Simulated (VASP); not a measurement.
# Ta4O (P4mm) in VASP: single point with PBE

Aim: the single point of Ta4O with PBE.

Everything below comes from runs of VASP 6.6.1. Logs are shortened: lines on timing, memory, paths and dates and some standing lists are left out, and cuts for length are marked.

## Step 1: The cell of the first run

The structure is tetragonal, space group P4mm (No. 99). Conventional cell: a = 4.724 Å, b = 4.724 Å, c = 3.793 Å, α = 90.00°, β = 90.00°, γ = 90.00°. Ta (site symmetry m) has 3 Ta at 1.88 to 2.01 Å within 2.5 Å. O (site symmetry 4mm) has 16 Ta at 2.87 to 3.54 Å and 2 O at 3.79 Å within 3.8 Å.

The cell was generated, and may not be a known phase.

## Step 2: Single point, PBE

INCAR reads:

```
SYSTEM = Ta4O
PREC = Accurate
ENCUT = 700
EDIFF = 1E-6
ISMEAR = 0
SIGMA = 0.1
LREAL = .False.
LASPH = .True.
NELM = 120
ALGO = Normal
ISIF = 2
LWAVE = .False.
LCHARG = .False.
GGA = PE
NBANDS = 37
GGA_COMPAT = .False.
```

KPOINTS reads:

```
Automatic mesh
0
Gamma
  4 4 4
  0 0 0
```

POSCAR reads:

```
Ta4O
1.0
    4.7240804300      0.0000000000      0.0000000000
    0.0000000000      4.7240804300      0.0000000000
    0.0000000000      0.0000000000      3.7925695000
Ta O
4 1
Direct
    0.3004995100      0.0000000000      0.6386128800
    0.6995004900      0.0000000000      0.6386128800
    0.0000000000      0.3004995100      0.6386128800
    0.0000000000      0.6995004900      0.6386128800
    0.5000000000      0.5000000000      0.2875764100
```

Potentials or basis: VASP PAW PBE potentials, release 64 (Ta_sv_GW, O).

Run with:

```
cat potpaw_PBE.64/Ta_sv_GW/POTCAR potpaw_PBE.64/O/POTCAR > POTCAR
mpirun -np 1 vasp_std > vasp.out
```

OUTCAR:

```text
SYSTEM = Ta4O
   PREC = Accurate
   ENCUT = 700
   EDIFF = 1E-6
   ISMEAR = 0
   LREAL = .False.
   LASPH = .True.
   NELM = 120
   ISIF = 2
   GGA = PE

 ion  position               nearest neighbor table
   1  0.300  0.000  0.639-   2 1.88   3 2.01   4 2.01   2 2.84
   2  0.700  0.000  0.639-   1 1.88   3 2.01   4 2.01   1 2.84
   3  0.000  0.300  0.639-   4 1.88   2 2.01   1 2.01   4 2.84
   4  0.000  0.700  0.639-   3 1.88   2 2.01   1 2.01   3 2.84
   5  0.500  0.500  0.288-

  LATTYP: Found a simple tetragonal cell.
 ALAT       =     4.7240804300
 C/A-ratio  =     0.8028164542

  Lattice vectors:

 A1 = (   4.7240804300,   0.0000000000,   0.0000000000)
 A2 = (   0.0000000000,   4.7240804300,   0.0000000000)
 A3 = (   0.0000000000,   0.0000000000,   3.7925695000)

Analysis of symmetry for initial positions (statically):
=====================================================================
 Subroutine PRICEL returns:
 Original cell was already a primitive cell.

 Routine SETGRP: Setting up the symmetry group for a
 simple tetragonal supercell.

 Subroutine GETGRP returns: Found  8 space group operations
 (whereof  8 operations were pure point group operations)
 out of a pool of 16 trial point group operations.

The static configuration has the point symmetry C_4v.

Analysis of symmetry for dynamics (positions and initial velocities):
=====================================================================
 Subroutine PRICEL returns:
 Original cell was already a primitive cell.

 Routine SETGRP: Setting up the symmetry group for a
 simple tetragonal supercell.

 Subroutine GETGRP returns: Found  8 space group operations
 (whereof  8 operations were pure point group operations)
 out of a pool of 16 trial point group operations.

The dynamic configuration has the point symmetry C_4v.

 Subroutine INISYM returns: Found  8 space group operations
 (whereof  8 operations are pure point group operations),
 and found     1 'primitive' translations

----------------------------------------------------------------------------------------

                                     Primitive cell

  volume of cell :      84.6385

[... 83 lines left out ...]
   LSORBIT =      F    spin-orbit coupling
   LASPH  =      T    aspherical Exc in radial PAW
   ENCUT  =  700.0 eV  51.45 Ry    7.17 a.u.  10.19 10.19  8.18*2*pi/ulx,y,z
   NELM   =    120;   NELMIN=  2; NELMDL= -5     # of ELM steps
   EDIFF  = 0.1E-05   stopping-criterion for ELM
   LREAL  =      F    real-space projection
   EDIFFG = 0.1E-04   stopping-criterion for IOM
   NSW    =      0    number of steps for IOM
   IBRION =     -1    ionic relax: 0-MD 1-quasi-New 2-CG
   NFREE  =      0    steps in history (QN), initial steepest desc. (CG)
   ISIF   =      2    stress and relaxation
   ISYM   =      2    0-nonsym 1-usesym 2-fastsym
   POTIM  = 0.5000    time-step for ionic-motion
   TEBEG  =    0.0;   TEEND  =   0.0 temperature during run
   PSTRESS=    0.0 pullay stress
   NELECT =      58.0000    total number of electrons
   NUPDOWN=      -1.0000    fix difference up-down
   EMIN   =  10.00;   EMAX   =-10.00  energy-range for DOS
   EFERMI =   0.00;   METHOD = LEGACY
   ISMEAR =     0;   SIGMA  =   0.10  broadening in eV -4-tet -1-fermi 0-gaus
   EFERMI_NEDOS =   21; number of points for ismear=-14 and -15
   IALGO  =     38    algorithm
   IMIX   =      4    mixing-type and parameters
     AMIX     =   0.40;   BMIX     =  1.00
     AMIX_MAG =   1.60;   BMIX_MAG =  1.00
  volume/ion in A,a.u.               =      16.93       114.23
  Fermi-wavevector in a.u.,A,eV,Ry     =   1.443316  2.727472 28.343131  2.083161
  Thomas-Fermi vector in A             =   2.561737
   LORBIT       =      0    0 simple, 1 ext, 2 COOP (PROOUT), +10 PAW based schemes
   GGA     = PE    functional components
   LHFCALC =     F    Hartree Fock is set to
   AEXX    =    0.0000 exact exchange contribution
   IVDW    =     0    specifies the selected vdW correction
   LEPSILON=     F    determine dielectric tensor
   LRPA    =     F    only Hartree local field effects (RPA)
 non-spin polarized calculation
 Gauss-broadening in eV      SIGMA  =   0.10
  energy-cutoff  :      700.00
  volume of cell :       84.64
 maximum number of plane-waves:      3592
 NGX is ok and might be reduce to    42
   NGX = 21   NGY = 21   NGZ = 17

 number of electron      57.9999998 magnetization

 Free energy of the ion-electron system (eV)
  ---------------------------------------------------
  ext. energy  EPLUGINS =         0.00000000
  ---------------------------------------------------
  free energy    TOTEN  =       -26.06038411 eV

  energy without entropy =      -26.03973343  energy(sigma->0) =      -26.05005877

 E-fermi :   8.5071     XC(G=0): -11.8466

 val. band max:        8.4437571688   @ k =   0.0000   0.0000   0.5000
 cond. band min:       8.5261603846   @ k =   0.0000   0.0000   0.5000
 fundamental gap:      0.0824032158
 Fermi energy:         8.5071174139

 k-point     1 :       0.0000    0.0000    0.0000
  band No.  band energies     occupation
      1     -60.8413      2.00000
      2     -59.0612      2.00000
      3     -58.3084      2.00000
      4     -58.3084      2.00000
      5     -32.8844      2.00000
      6     -28.6845      2.00000
[... 709 lines left out ...]
     36      11.9832      0.00000
     37      12.2137      0.00000

------------------------ aborting loop because EDIFF is reached ----------------------------------------

  FORCE on cell =-STRESS in cart. coord.  units (eV):
  Direction    XX          YY          ZZ          XY          YZ          ZX
  --------------------------------------------------------------------------------------
  -------------------------------------------------------------------------------------
  Total      115.6625578    115.6625578    -12.1038269      0.0000000      0.0000000      0.0000000
  in kB     2189.4511525   2189.4511525   -229.1211449      0.0000000      0.0000000      0.0000000
  external PRESSURE =    1383.2603867 kB  Pullay stress =       0.0000000 kB

 VOLUME and BASIS-vectors are now :
 -----------------------------------------------------------------------------
  energy-cutoff  :      700.00
  volume of cell :       84.64
      direct lattice vectors                 reciprocal lattice vectors
     4.724080430  0.000000000  0.000000000     0.211681409  0.000000000  0.000000000
     0.000000000  4.724080430  0.000000000     0.000000000  0.211681409  0.000000000
     0.000000000  0.000000000  3.792569500     0.000000000  0.000000000  0.263673480

 POSITION                                       TOTAL-FORCE (eV/Angst)
 -----------------------------------------------------------------------------------
      1.41958      0.00000      2.42198         1.135667     -0.000000     -0.342074
      3.30450      0.00000      2.42198        -1.135667      0.000000     -0.342074
      0.00000      1.41958      2.42198        -0.000000      1.135667     -0.342074
      0.00000      3.30450      2.42198         0.000000     -1.135667     -0.342074
      2.36204      2.36204      1.09065        -0.000000     -0.000000      1.368298
 -----------------------------------------------------------------------------------
    total drift:                                0.000000      0.000000      0.000772

  FREE ENERGIE OF THE ION-ELECTRON SYSTEM (eV)
  ---------------------------------------------------
  free  energy   TOTEN  =       -26.0603841081 eV

  energy  without entropy=      -26.0397334299  energy(sigma->0) =      -26.05005877
```

stdout:

```text
POSCAR found type information on POSCAR TaO
 POSCAR found :  2 types and       5 ions
 scaLAPACK will be used
 LDA part: xc-table for (Slater+PW92), standard interpolation
 POSCAR, INCAR and KPOINTS ok, starting setup
 FFT: planning ... GRIDC
 FFT: planning ... GRID_SOFT
 FFT: planning ... GRID
 WAVECAR not read
 entering main loop
```

Wall time 1.9 min (1 thread of AMD EPYC 7R13 (Zen 3), shared host); peak memory 0.25 GiB.

Results:

```
Free energy            : -26.0604 eV
Pressure               : 138.3 GPa
Largest force          : 1.368 eV/Å
Band gap on the k mesh : zero (bands 29 and 30 overlap by 0.88 eV)
```

Forces in eV/Å, atoms in the order of the input:
```
Ta   1.136  0.000 -0.342
Ta  -1.136  0.000 -0.342
Ta   0.000  1.136 -0.342
Ta   0.000 -1.136 -0.342
O    0.000  0.000  1.368
```

Stress tensor (GPa, compression positive):
```
218.95   0.00   0.00
  0.00 218.95   0.00
  0.00   0.00 -22.91
```

Levels at points of the mesh, in eV from the Fermi level:
```tsv
k point	band 27	band 28	band 29	band 30	band 31	band 32
(0.00, 0.00, 0.00)	-1.16	-0.34	-0.31	-0.31	0.97	1.49
(0.50, 0.00, 0.00)	-2.06	-1.16	-0.45	0.21	1.09	1.26
(0.50, 0.50, 0.00)	-1.12	-1.12	-0.70	-0.21	-0.21	1.55
(0.00, 0.00, 0.50)	-0.22	-0.06	0.02	0.02	0.40	1.93
(0.50, 0.00, 0.50)	-0.49	-0.32	0.06	0.10	0.27	1.84
(0.50, 0.50, 0.50)	-0.91	-0.91	0.52	0.52	1.71	1.96
```

Caveat: the k points lie up to 0.41 Å⁻¹ apart, too coarse for converged energies and pressures of a metal; atoms lie so close that the PAW spheres overlap strongly, which falsifies energies and pressures; spin-orbit coupling is left out, which moves the levels of the heavy elements; forces of over 1 eV/Å act on the atoms, so gaps and moduli don't describe the material at rest.

The gap in the log of VASP goes by the Fermi energy; the results here count the filled bands.